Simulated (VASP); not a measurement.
# Al3Si2F (Pmm2) in VASP: notebook

Runs on Al3Si2F. Level: PBE. Tasks: single point, relaxation of cell and atoms.

All numbers are computed with VASP 6.6.1; they aren't measurements. Logs are shortened: lines on timing, memory, paths and dates and some standing lists are left out, and cuts for length are marked.

## (1) The cell of the first run

The structure is orthorhombic, space group Pmm2 (No. 25). Conventional cell: a = 3.109 Å, b = 4.251 Å, c = 7.221 Å, α = 90.00°, β = 90.00°, γ = 90.00°. Al (site symmetry mm2) has 6 Si at 2.64 to 2.85 Å and 5 Al at 2.73 to 3.11 Å within 3.5 Å. Al (site symmetry mm2) has 2 F at 2.14 Å and 2 Si at 2.62 Å and 1 Al at 2.73 Å within 2.8 Å. Within 2.6 Å of Al (site symmetry mm2) lie 1 F at 1.97 Å. Si (site symmetry mm2) has 6 Al at 2.64 to 2.90 Å and 4 Si at 3.11 to 3.35 Å and 2 F at 3.20 Å within 3.5 Å. Si (site symmetry mm2) has 8 Al at 2.62 to 2.85 Å and 4 Si at 3.11 to 3.35 Å and 4 F at 3.21 Å within 3.5 Å. F (site symmetry mm2) has 3 Al at 1.97 to 2.14 Å within 2.6 Å.

## (2) Single point, PBE

Contents of INCAR:

```
SYSTEM = Al3Si2F
ALGO = Normal
EDIFF = 1E-6
ENCUT = 520
GGA = PE
ISIF = 2
ISMEAR = 0
LASPH = .True.
LCHARG = .False.
LREAL = .False.
LWAVE = .False.
NBANDS = 21
NELM = 100
PREC = Accurate
SIGMA = 0.15
```

Contents of KPOINTS:

```
k-points
0
Gamma
  4 3 2
  0 0 0
```

Contents of POSCAR:

```
Al3Si2F
1.0
    3.1087682369      0.0000000000      0.0000000000
    0.0000000000      4.2511664965      0.0000000000
    0.0000000000      0.0000000000      7.2211791497
Al Si F
3 2 1
Direct
    0.5000000000      0.0000000000      0.8866370703
    0.5000000000      0.0000000000      0.2644432209
    0.5000000000      0.5000000000      0.5753807361
    0.0000000000      0.5000000000     -0.0848215443
    0.0000000000      0.0000000000      0.5561579590
    0.5000000000      0.5000000000      0.3022026181
```

Potentials or basis: VASP PAW PBE potentials, release 64 (Al, Si, F).

The run is started by

```sh
$ cat potpaw_PBE.64/Al/POTCAR potpaw_PBE.64/Si/POTCAR potpaw_PBE.64/F/POTCAR > POTCAR
$ mpirun -np 1 vasp_std > vasp.out
```

OUTCAR:

```text
SYSTEM = Al3Si2F
   EDIFF = 1E-6
   ENCUT = 520
   GGA = PE
   ISIF = 2
   ISMEAR = 0
   LASPH = .True.
   LREAL = .False.
   NELM = 100
   PREC = Accurate

 ion  position               nearest neighbor table
   1  0.500  0.000  0.887-   4 2.64   4 2.64   4 2.64   4 2.64   2 2.73   5 2.85   5 2.85   3 3.09
                             3 3.09
   2  0.500  0.000  0.264-   6 2.14   6 2.14   5 2.62   5 2.62   1 2.73   3 3.09   3 3.09
   3  0.500  0.500  0.575-   6 1.97   5 2.64   5 2.64   5 2.64   5 2.64   4 2.90   4 2.90   2 3.09
                             2 3.09   1 3.09   1 3.09
   4  0.000  0.500  0.915-   1 2.64   1 2.64   1 2.64   1 2.64   3 2.90   3 2.90
   5  0.000  0.000  0.556-   2 2.62   2 2.62   3 2.64   3 2.64   3 2.64   3 2.64   1 2.85   1 2.85

   6  0.500  0.500  0.302-   3 1.97   2 2.14   2 2.14

  LATTYP: Found a simple orthorhombic cell.
 ALAT       =     3.1087682369
 B/A-ratio  =     1.3674761747
 C/A-ratio  =     2.3228425535

  Lattice vectors:

 A1 = (   3.1087682369,   0.0000000000,   0.0000000000)
 A2 = (   0.0000000000,   4.2511664965,   0.0000000000)
 A3 = (   0.0000000000,   0.0000000000,   7.2211791497)

Analysis of symmetry for initial positions (statically):
=====================================================================
 Subroutine PRICEL returns:
 Original cell was already a primitive cell.

 Routine SETGRP: Setting up the symmetry group for a
 simple orthorhombic supercell.

 Subroutine GETGRP returns: Found  4 space group operations
 (whereof  4 operations were pure point group operations)
 out of a pool of  8 trial point group operations.

The static configuration has the point symmetry C_2v.

Analysis of symmetry for dynamics (positions and initial velocities):
=====================================================================
 Subroutine PRICEL returns:
 Original cell was already a primitive cell.

 Routine SETGRP: Setting up the symmetry group for a
 simple orthorhombic supercell.

 Subroutine GETGRP returns: Found  4 space group operations
 (whereof  4 operations were pure point group operations)
 out of a pool of  8 trial point group operations.

The dynamic configuration has the point symmetry C_2v.

 Subroutine INISYM returns: Found  4 space group operations
 (whereof  4 operations are pure point group operations),
 and found     1 'primitive' translations

----------------------------------------------------------------------------------------

                                     Primitive cell

  volume of cell :      95.4343

  direct lattice vectors                    reciprocal lattice vectors
     3.108768237  0.000000000  0.000000000     0.321670811  0.000000000  0.000000000
     0.000000000  4.251166496  0.000000000     0.000000000  0.235229554  0.000000000
     0.000000000  0.000000000  7.221179150     0.000000000  0.000000000  0.138481539

  length of vectors
     3.108768237  4.251166496  7.221179150     0.321670811  0.235229554  0.138481539

  position of ions in fractional coordinates (direct lattice)
     0.500000000  0.000000000  0.886637070
     0.500000000  0.000000000  0.264443221
     0.500000000  0.500000000  0.575380736
     0.000000000  0.500000000  0.915178456
     0.000000000  0.000000000  0.556157959
     0.500000000  0.500000000  0.302202618

  ion indices of the primitive-cell ions
   primitive index   ion index
                 1           1
                 2           2
                 3           3
                 4           4
                 5           5
                 6           6

----------------------------------------------------------------------------------------

 KPOINTS: k-points

Automatic generation of k-mesh.
 Grid dimensions read from file:
 generate k-points for:    4    3    2

 Generating k-lattice:

  Cartesian coordinates                     Fractional coordinates (reciprocal lattice)
     0.080417703  0.000000000  0.000000000     0.250000000  0.000000000  0.000000000
     0.000000000  0.078409851  0.000000000     0.000000000  0.333333333  0.000000000
     0.000000000  0.000000000  0.069240769     0.000000000  0.000000000  0.500000000

  Length of vectors
     0.080417703  0.078409851  0.069240769

  Shift w.r.t. Gamma in fractional coordinates (k-lattice)
     0.000000000  0.000000000  0.000000000

 Subroutine IBZKPT returns following result:
 ===========================================

 Found     12 irreducible k-points:

 Following reciprocal coordinates:
            Coordinates               Weight
  0.000000  0.000000  0.000000      1.000000
  0.250000  0.000000  0.000000      2.000000
  0.500000  0.000000  0.000000      1.000000
  0.000000  0.333333  0.000000      2.000000
  0.250000  0.333333  0.000000      4.000000
  0.500000  0.333333  0.000000      2.000000
  0.000000  0.000000  0.500000      1.000000
  0.250000  0.000000  0.500000      2.000000
  0.500000  0.000000  0.500000      1.000000
  0.000000  0.333333  0.500000      2.000000
[... 104 lines left out ...]
      3      -0.8281      2.00000
      4      -0.5753      2.00000
      5       0.0653      2.00000
      6       0.1487      2.00000
[... 13 lines left out ...]
     20      11.1405      0.00000
     21      11.3070      0.00000

 k-point     4 :       0.0000    0.3333    0.0000
  band No.  band energies     occupation
      1     -18.2212      2.00000
      2      -3.8892      2.00000
      3      -2.3399      2.00000
      4      -1.5049      2.00000
      5      -0.4704      2.00000
      6       0.6231      2.00000
[... 13 lines left out ...]
     20      13.4627      0.00000
     21      14.2868      0.00000

 k-point     5 :       0.2500    0.3333    0.0000
  band No.  band energies     occupation
      1     -18.1715      2.00000
      2      -3.0301      2.00000
      3      -1.5954      2.00000
      4      -1.0541      2.00000
      5      -0.0191      2.00000
      6       0.5860      2.00000
[... 13 lines left out ...]
     20      13.3764      0.00000
     21      13.8523      0.00000

 k-point     6 :       0.5000    0.3333    0.0000
  band No.  band energies     occupation
      1     -18.1212      2.00000
      2      -1.2489      2.00000
      3      -0.8505      2.00000
      4      -0.4831      2.00000
      5       0.4510      2.00000
      6       0.9575      2.00000
[... 13 lines left out ...]
     20      12.7412      0.00000
     21      13.4978      0.00000

 k-point     7 :       0.0000    0.0000    0.5000
  band No.  band energies     occupation
      1     -18.2377      2.00000
      2      -4.5385      2.00000
      3      -2.5057      2.00000
      4      -0.9091      2.00000
      5      -0.4690      2.00000
      6       1.2854      2.00000
[... 13 lines left out ...]
     20      13.2961      0.00000
     21      14.9015      0.00000

 k-point     8 :       0.2500    0.0000    0.5000
  band No.  band energies     occupation
      1     -18.1866      2.00000
      2      -3.6382      2.00000
      3      -1.7162      2.00000
      4      -0.7455      2.00000
      5      -0.3017      2.00000
      6       0.8231      2.00000
[... 13 lines left out ...]
     20      12.9708      0.00000
     21      13.0028      0.00000

 k-point     9 :       0.5000    0.0000    0.5000
  band No.  band energies     occupation
      1     -18.1346      2.00000
      2      -1.3933      2.00000
      3      -1.0262      2.00000
      4      -0.5746      2.00000
      5      -0.4623      2.00000
      6       0.7309      2.00000
[... 13 lines left out ...]
     20      12.0697      0.00000
     21      12.4822      0.00000

 k-point    10 :       0.0000    0.3333    0.5000
  band No.  band energies     occupation
      1     -18.2212      2.00000
      2      -3.8230      2.00000
      3      -2.6742      2.00000
      4      -0.9070      2.00000
      5      -0.7525      2.00000
      6       0.4807      2.00000
[... 13 lines left out ...]
     20      13.7956      0.00000
     21      14.2064      0.00000

 k-point    11 :       0.2500    0.3333    0.5000
  band No.  band energies     occupation
      1     -18.1714      2.00000
      2      -2.9538      2.00000
      3      -1.9509      2.00000
      4      -0.4518      2.00000
      5      -0.3496      2.00000
      6       0.5237      2.00000
[... 13 lines left out ...]
     20      13.2944      0.00000
     21      14.1363      0.00000

 k-point    12 :       0.5000    0.3333    0.5000
  band No.  band energies     occupation
      1     -18.1211      2.00000
      2      -1.2208      2.00000
      3      -0.6415      2.00000
      4      -0.5912      2.00000
      5       0.0154      2.00000
      6       1.1766      2.00000
[... 13 lines left out ...]
     20      13.3336      0.00000
     21      13.5942      0.00000

------------------------ aborting loop because EDIFF is reached ----------------------------------------

  FORCE on cell =-STRESS in cart. coord.  units (eV):
  Direction    XX          YY          ZZ          XY          YZ          ZX
  --------------------------------------------------------------------------------------
  -------------------------------------------------------------------------------------
  Total       -0.3294930      0.1703852      0.0933530      0.0000000      0.0000000      0.0000000
  in kB       -5.5316184      2.8604732      1.5672354      0.0000000      0.0000000      0.0000000
  external PRESSURE =      -0.3679699 kB  Pullay stress =       0.0000000 kB

 VOLUME and BASIS-vectors are now :
 -----------------------------------------------------------------------------
  energy-cutoff  :      520.00
  volume of cell :       95.43
      direct lattice vectors                 reciprocal lattice vectors
     3.108768237  0.000000000  0.000000000     0.321670811  0.000000000  0.000000000
     0.000000000  4.251166496  0.000000000     0.000000000  0.235229554  0.000000000
     0.000000000  0.000000000  7.221179150     0.000000000  0.000000000  0.138481539

 POSITION                                       TOTAL-FORCE (eV/Angst)
 -----------------------------------------------------------------------------------
      1.55438      0.00000      6.40257         0.000000      0.000000      0.013370
      1.55438      0.00000      1.90959         0.000000      0.000000     -0.024941
      1.55438      2.12558      4.15493         0.000000      0.000000      0.026634
      0.00000      2.12558      6.60867         0.000000      0.000000      0.013178
      0.00000      0.00000      4.01612         0.000000      0.000000      0.001892
      1.55438      2.12558      2.18226         0.000000      0.000000     -0.030132
 -----------------------------------------------------------------------------------
    total drift:                                0.000000     -0.000000     -0.001174

  FREE ENERGIE OF THE ION-ELECTRON SYSTEM (eV)
  ---------------------------------------------------
  free  energy   TOTEN  =       -26.1853562162 eV

  energy  without entropy=      -26.1689516901  energy(sigma->0) =      -26.17715395
```

It took 19 s on 1 thread of Intel Xeon Platinum 8259CL at 2.50GHz (Skylake/Cascade Lake), shared host; peak memory 0.19 GiB.

What came out:

```
Free energy            : -26.1854 eV
Pressure               : 0.0 GPa
Largest force          : 0.030 eV/Å
Band gap on the k mesh : zero (band 12 reaches 9.59 eV, above the bottom of band 13 at 5.98 eV)
```

Forces in eV/Å, atoms in the order of the input:
```
Al   0.000  0.000  0.013
Al   0.000  0.000 -0.025
Al   0.000  0.000  0.027
Si   0.000  0.000  0.013
Si   0.000  0.000  0.002
F    0.000  0.000 -0.030
```

Levels at points of the mesh, in eV from the Fermi level:
```csv
k point,band 9,band 10,band 11,band 12,band 13,band 14,band 15,band 16
"(0.00, 0.00, 0.00)",-2.47,-1.64,-0.71,-0.24,2.05,2.35,3.71,3.82
"(0.50, 0.00, 0.00)",-2.34,-2.27,-0.87,0.50,0.57,1.00,1.66,2.35
"(0.00, 0.00, 0.50)",-3.66,-1.73,-1.46,0.72,2.07,2.82,3.70,4.08
"(0.50, 0.00, 0.50)",-1.52,-0.80,-0.41,-0.17,-0.16,0.48,0.59,0.79
```

Caveat: the k points lie up to 0.51 Å⁻¹ apart.

## (3) Relaxation of cell and atoms, PBE

This run uses another cell than the first one, of 16.50 Å³/atom, 1.037 times its volume.

Contents of INCAR:

```
  PREC = Accurate
  ENCUT = 600
  EDIFF = 1E-7
  ISMEAR = 0
  SIGMA = 0.15
  LREAL = F
  LASPH = T
  NELM = 60
  ALGO = Normal
  ISIF = 3
  LWAVE = F
  LCHARG = F
  GGA = PE
  IBRION = 2
  NSW = 36
  EDIFFG = -0.08
```

Contents of KPOINTS:

```
Automatic mesh
0
Gamma
  4 3 2
```

Contents of POSCAR:

```
Al3Si2F
1.0
    3.4619182700      0.0000000000      0.0000000000
    0.0000000000      4.0559342000      0.0000000000
    0.0000000000      0.0000000000      7.0492964300
Al Si F
3 2 1
Direct
    0.5000000000      0.0000000000      0.8328490300
    0.5000000000      0.0000000000      0.1679250000
    0.5000000000      0.5000000000      0.6643630300
    0.0000000000      0.5000000000      0.0021030000
    0.0000000000      0.0000000000      0.4979700100
    0.5000000000      0.5000000000      0.3347899900
```

Potentials or basis: VASP PAW PBE potentials, release 64 (Al, Si, F).

The run is started by

```sh
$ cat potpaw_PBE.64/Al/POTCAR potpaw_PBE.64/Si/POTCAR potpaw_PBE.64/F/POTCAR > POTCAR
$ mpirun -np 1 vasp_std > vasp.out
```

It took 5.1 min on 1 thread of Intel Xeon Platinum 8259CL at 2.50GHz (Skylake/Cascade Lake), shared host; peak memory 0.22 GiB.

Results (log left out):

| Quantity | Value |
| --- | --- |
| Free energy | -26.1864 eV |
| Relaxed volume | 15.73 Å³/atom |
| Relaxed cell | a = 3.094 Å, b = 4.245 Å, c = 7.186 Å, α = 90.00°, β = 90.00°, γ = 90.00° |
| Space group after relaxing (to 0.05 Å) | Pmm2 (No. 25) |
| Energy gained by relaxing | 442.4 meV/atom |
| Ionic steps | 23 |
| Pressure after relaxing | 0.1 GPa |
| Largest force after relaxing | 0.079 eV/Å |
| Band gap on the k mesh | zero (band 12 reaches 9.78 eV, above the bottom of band 13 at 6.12 eV) |

Forces in eV/Å, atoms in the order of the input:
```
Al   0.000  0.000  0.000
Al   0.000  0.000  0.079
Al   0.000  0.000  0.001
Si   0.000  0.000 -0.067
Si   0.000  0.000 -0.033
F    0.000  0.000  0.019
```

Stress tensor (GPa, compression positive):
```
0.18 0.00 0.00
0.00 0.06 0.00
0.00 0.00 0.11
```

The path:
```csv
step,energy change (eV),largest force (eV/Å),pressure (GPa),volume (Å³)
1,0.0000,2.8582,0.37,98.98
2,-1.2443,2.1358,-4.17,99.27
3,-1.6914,1.7072,-4.94,99.16
4,-1.8143,1.0910,-4.15,98.21
5,-1.8658,1.2983,-4.92,98.67
6,-2.1619,0.7763,3.65,89.81
7,-2.1715,0.7982,2.08,91.00
8,-2.3396,0.6429,1.25,92.11
9,-2.3958,0.8533,1.00,92.91
10,-2.3985,0.9456,0.97,93.20
11,-2.4821,0.2948,-1.92,95.84
12,-2.4832,0.3276,-2.23,96.18
13,-2.5432,0.5289,0.28,92.98
14,-2.5435,0.5448,0.47,92.75
15,-2.5790,0.3729,0.68,92.53
16,-2.6053,0.2330,1.52,92.03
17,-2.6255,0.2291,0.88,93.03
18,-2.6355,0.3002,0.09,94.42
19,-2.6436,0.2008,0.03,94.50
20,-2.6492,0.1366,-0.08,94.64
21,-2.6524,0.1105,-0.07,94.57
22,-2.6533,0.1100,-0.06,94.50
23,-2.6546,0.0793,0.12,94.39
```

Final structure:
```cif
data_structure
_symmetry_space_group_name_H-M 'P 1'
_symmetry_Int_Tables_number 1
_cell_length_a 3.0940
_cell_length_b 4.2452
_cell_length_c 7.1860
_cell_angle_alpha 90.000
_cell_angle_beta 90.000
_cell_angle_gamma 90.000
_cell_volume 94.39
loop_
_atom_site_label
_atom_site_type_symbol
_atom_site_fract_x
_atom_site_fract_y
_atom_site_fract_z
_atom_site_occupancy
Al1 Al 0.50000 0.00000 0.87971 1
Al2 Al 0.50000 0.00000 0.25736 1
Al3 Al 0.50000 0.50000 0.57707 1
Si1 Si 0.00000 0.50000 0.92791 1
Si2 Si 0.00000 0.00000 0.55515 1
F1 F 0.50000 0.50000 0.30280 1
```

Levels at points of the mesh, in eV from the Fermi level:
| k point | band 10 | band 11 | band 12 | band 13 | band 14 | band 15 |
| --- | --- | --- | --- | --- | --- | --- |
| (0.00, 0.00, 0.00) | -1.66 | -0.62 | -0.28 | 2.21 | 2.27 | 3.62 |
| (0.50, 0.00, 0.00) | -2.26 | -0.78 | 0.56 | 0.59 | 1.03 | 1.68 |
| (0.00, 0.00, 0.50) | -1.71 | -1.46 | 0.59 | 2.22 | 2.95 | 3.82 |
| (0.50, 0.00, 0.50) | -0.69 | -0.29 | -0.24 | -0.19 | 0.49 | 0.67 |

Caveat: the k points lie up to 0.51 Å⁻¹ apart in the final cell; the relaxation stopped at a loose force limit of 0.08 eV/Å, so its end isn't a converged minimum.

## (4) Single point, PBE

This run uses another cell than the first one, of 16.90 Å³/atom, 1.062 times its volume.

Contents of INCAR:

```
SYSTEM = Al3Si2F
PREC = Accurate
ENCUT = 520
EDIFF = 1E-7
ISMEAR = 0
SIGMA = 0.1
LREAL = .False.
LASPH = .True.
NELM = 100
ALGO = Normal
ISIF = 2
LWAVE = .False.
LCHARG = .False.
GGA = PE
NBANDS = 21
```

Contents of KPOINTS:

```
Automatic mesh
0
Gamma
  12 8 4
  0 0 0
```

Contents of POSCAR:

```
Al3Si2F
1.0
    2.8392525483      0.0000000000      0.0000000000
    0.0000000000      3.8380935172      0.0000000000
    0.0000000000      0.0000000000      9.3023997493
Al Si F
3 2 1
Direct
    0.5000000000      0.0000000000      0.9808325378
    0.5000000000      0.0000000000      0.2641209162
    0.5000000000      0.5000000000      0.6237232257
    0.0000000000      0.5000000000      0.8634076203
    0.0000000000      0.0000000000      0.5046937063
    0.5000000000      0.5000000000      0.2632220537
```

The run is started by

```sh
$ cat potpaw_PBE.64/Al/POTCAR potpaw_PBE.64/Si/POTCAR potpaw_PBE.64/F/POTCAR > POTCAR
$ mpirun -np 1 vasp_std > vasp.out
```

Run time: 2.5 min. Hardware: 1 thread of Intel Xeon Platinum 8259CL at 2.50GHz (Skylake/Cascade Lake), shared host; peak memory 0.34 GiB.

The run converged. Its results:

```yaml
Free_energy: -26.7454 eV
Pressure: -0.1 GPa
Band_gap_on_the_k_mesh: zero (band 12 reaches 8.27 eV, above the bottom of band 13 at 4.75 eV)
```

Forces on the atoms (eV/Å):
```
Al   0.000  0.000 -0.002
Al   0.000  0.000  0.001
Al   0.000  0.000 -0.001
Si   0.000  0.000  0.002
Si   0.000  0.000 -0.002
F    0.000  0.000  0.002
```

Stress tensor (GPa, compression positive):
```
-0.12  0.00  0.00
 0.00 -0.03  0.00
 0.00  0.00 -0.12
```

Levels at points of the mesh, in eV from the Fermi level:
```
           k point  band 9  band 10  band 11  band 12  band 13  band 14
(0.00, 0.00, 0.00)   -2.87    -2.16    -1.38     0.57     1.63     3.04
(0.50, 0.00, 0.00)   -2.72    -2.15    -0.21     1.01     1.09     1.18
(0.00, 0.50, 0.00)   -3.89    -3.41    -2.33     0.34     2.02     3.03
(0.50, 0.50, 0.00)   -3.46    -3.25    -2.21    -1.96    -1.46     0.24
(0.00, 0.00, 0.50)   -2.18    -1.34    -0.88     0.34     0.68     1.66
(0.50, 0.00, 0.50)   -2.60    -1.27    -1.06    -0.72     1.21     1.87
(0.00, 0.50, 0.50)   -3.82    -3.03    -2.92     0.94     2.29     2.69
(0.50, 0.50, 0.50)   -3.61    -3.21    -2.18    -1.57    -1.56     0.18
```

## (5) Overview

| task | cell | k mesh | cutoff (eV) | smearing | gap on the mesh (eV) | pressure (GPa) | largest force (eV/Å) |
| --- | --- | --- | --- | --- | --- | --- | --- |
| single point | a = 3.109, b = 4.251, c = 7.221 Å, 6 atoms | 4 × 3 × 2 | 520 | gaussian 0.15 eV | none | 0.0 | 0.03 |
| relaxation of cell and atoms | relaxed from a = 3.462, b = 4.056, c = 7.049 Å, 6 atoms | 4 × 3 × 2 | 600 | gaussian 0.15 eV | none | 0.1 | 0.08 |
| single point | a = 2.839, b = 3.838, c = 9.302 Å, 6 atoms | 12 × 8 × 4 | 520 | gaussian 0.1 eV | none | -0.1 | - |

Alike in all rows: level PBE; potentials or basis VASP PAW PBE potentials, release 64 (Al, Si, F); no spin polarisation.

Caveats: some runs use coarse meshes; the relaxation stopped at a loose force limit of 0.08 eV/Å, so its end isn't a converged minimum (some runs).

Total energies depend on the potentials used, so only differences within one code and one set of settings carry meaning.
